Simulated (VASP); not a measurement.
The system is CoO.

```
CELL_PARAMETERS angstrom
0.00000 2.31197 2.31197
2.31197 0.00000 2.31197
2.31197 2.31197 0.00000
ATOMIC_POSITIONS crystal
Co 0.00000 0.00000 0.00000
O 0.25000 0.25000 0.25000
```

Base run:

| Quantity | Value |
| --- | --- |
| Program | VASP 6.6.1 |
| Functional | PBE |
| Potentials or basis | VASP PAW PBE potentials, release 64 (Co_sv, O) |
| Cutoff | 600 eV |
| k mesh | 10 × 10 × 10 |
| Occupations | fermi-dirac, width 0.05 eV |
| Spin | collinear spin, ferromagnetic start |
| Starting moments | [2.0, 0.0] μB |

Its results: pressure -10.4 GPa; net moment 2.94 μB per cell; site moments Co +2.46; O +0.32 μB.

The run is repeated on the same cell with these changes: potentials or basis from VASP PAW PBE potentials, release 64 (Co_sv, O) to VASP PAW PBE potentials, release 64 (Co, O); cutoff from 600 eV to 520 eV; further incar settings from ALGO = Normal; EDIFF = 1e-06; NBANDS = 22 to ALGO = Normal; EDIFF = 1e-06; NBANDS = 18; valence electrons from 23 to 15. What comes out?

Pressure -8.8 GPa; net moment 2.93 μB per cell; site moments Co +2.51; O +0.32 μB.

Caveats: a cell with one magnetic atom can't hold antiferromagnetic order, which such compounds often take.
